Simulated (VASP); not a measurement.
A run of VASP 6.6.1 is set up as follows.

Contents of INCAR:

```
SYSTEM = ZnCd2SeS2
PREC = Accurate ; ENCUT = 520
EDIFF = 1E-6 ; ISMEAR = 0
SIGMA = 0.02 ; LREAL = .False.
LASPH = .True. ; NELM = 80
ALGO = Normal ; ISIF = 2
LWAVE = .False. ; LCHARG = .False.
GGA = PE ; NBANDS = 66
```

File KPOINTS:

```
Automatic mesh
0
Gamma
  6 6 4
  0 0 0
```

File POSCAR:

```
ZnCd2SeS2
1.0
    6.1763748152     -3.5948495077      0.0000000000
    6.1763748152      3.5948495077      0.0000000000
    0.0000000000      0.0000000000      6.7788910543
Zn Cd Se S
2 4 2 4
Direct
    0.1733717893      0.8266282107      0.0105561660
    0.8266282107      0.1733717893      0.5105561660
    0.4971905421      0.1671046125      0.9927860168
    0.1671046125      0.4971905421      0.4927860168
    0.8328953875      0.5028094579      0.9927860168
    0.5028094579      0.8328953875      0.4927860168
    0.8508357424      0.1491642576      0.1432048200
    0.1491642576      0.8508357424      0.6432048200
    0.1679239947      0.5145416154      0.1138334902
    0.4854583846      0.8320760053      0.1138334902
    0.5145416154      0.1679239947      0.6138334902
    0.8320760053      0.4854583846      0.6138334902
```

Potentials or basis: VASP PAW PBE potentials, release 64 (Zn, Cd, Se, S).

Launch:

```bash
$ cat potpaw_PBE.64/Zn/POTCAR potpaw_PBE.64/Cd/POTCAR potpaw_PBE.64/Se/POTCAR potpaw_PBE.64/S/POTCAR > POTCAR
$ mpirun -np 1 vasp_std > vasp.out
```

Question: Estimate the band gap on the k mesh.

Answer: 1.11 eV.

Question: Predict the largest force.

Answer: 0.019 eV/Å.

Question: Estimate the pressure.

Answer: 0.2 GPa.

Forces in eV/Å, atoms in the order of the input:
```
Zn   0.000 -0.006  0.001
Zn   0.000  0.006  0.001
Cd   0.002  0.000  0.001
Cd   0.002  0.000  0.001
Cd  -0.002  0.000  0.001
Cd  -0.002  0.000  0.001
Se   0.000 -0.013  0.010
Se   0.000  0.013  0.010
S    0.015  0.009 -0.006
S   -0.015  0.009 -0.006
S    0.015 -0.009 -0.006
S   -0.015 -0.009 -0.006
```
